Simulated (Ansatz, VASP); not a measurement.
## One calculation of Hf, two programs

```
Hf
1.0
     3.19262    0.00000    0.00000
    -1.59631    2.76489    0.00000
     0.00000    0.00000   10.19800
Hf
4
Direct
  0.00000 0.00000 0.00000
  0.00000 0.00000 0.50000
  0.33333 0.66667 0.75000
  0.66667 0.33333 0.25000
```

Alike in both runs: functional r2SCAN; k mesh 18 × 18 × 6; occupations gaussian, width 0.1 eV; no spin polarisation.

Ansatz relaxed the structure, and its values are those at the end. VASP's run is a single point on that final structure, the one shown.

|  | VASP | Ansatz |
| --- | --- | --- |
| version | VASP 6.6.1 | Ansatz 0.2.0 |
| potentials or method | VASP PAW PBE potentials, release 64 (Hf_pv), cutoff 550 eV | scalar-relativistic, plane waves, PAW |
| valence electrons in the cell | 40 | 104 |

|  | VASP | Ansatz | Ansatz less VASP |
| --- | --- | --- | --- |
| gap on the k mesh at the Fermi level (eV) | none | none | - |
| pressure (GPa) | -0.6 | 0.0 | +0.58 |

VASP's potentials were made for PBE, not for r2SCAN. A gap of «none» marks a metal or a gap that the smearing closes. VASP's potentials hold 40 valence electrons a cell and Ansatz's 104, so a difference there can come from the potentials and not from the codes.

Neither program's run includes spin-orbit coupling.
